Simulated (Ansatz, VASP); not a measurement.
TaN in VASP and in Ansatz

```xyz
2
Lattice="2.9606 0.0000 0.0000 -1.4803 2.5640 0.0000 0.0000 0.0000 2.7631" Properties=species:S:1:pos:R:3 pbc="T T T"
Ta    0.0000    1.7093    1.3816
N     0.0000    0.0000    0.0000
```

Alike in both runs: task single point; functional PBEsol; k mesh 18 × 18 × 16; occupations gaussian, width 0.15 eV; no spin polarisation.

|  | VASP | Ansatz |
| --- | --- | --- |
| version | VASP 6.6.1 | Ansatz 0.2.0 |
| potentials or method | VASP PAW PBE potentials, release 64 (Ta_pv, N), cutoff 520 eV | scalar-relativistic, plane waves, PAW |
| valence electrons in the cell | 16 | 18 |

Ansatz gave:

| Item | Value |
| --- | --- |
| gap on the k mesh at the Fermi level (eV) | none |
| pressure (GPa) | 7.1 |
| traceless stress, the component that is largest in VASP (GPa) | 23.68 |

Which values does VASP return?

gap on the k mesh at the Fermi level (eV): none; pressure (GPa): 8.0; traceless stress, the component that is largest in VASP (GPa): 23.87.

VASP's potentials were made for PBE, not for PBEsol. A gap of «none» marks a metal or a gap that the smearing closes. VASP's potentials hold 16 valence electrons a cell and Ansatz's 18, so a difference there can come from the potentials and not from the codes.

Spin-orbit coupling is off throughout.
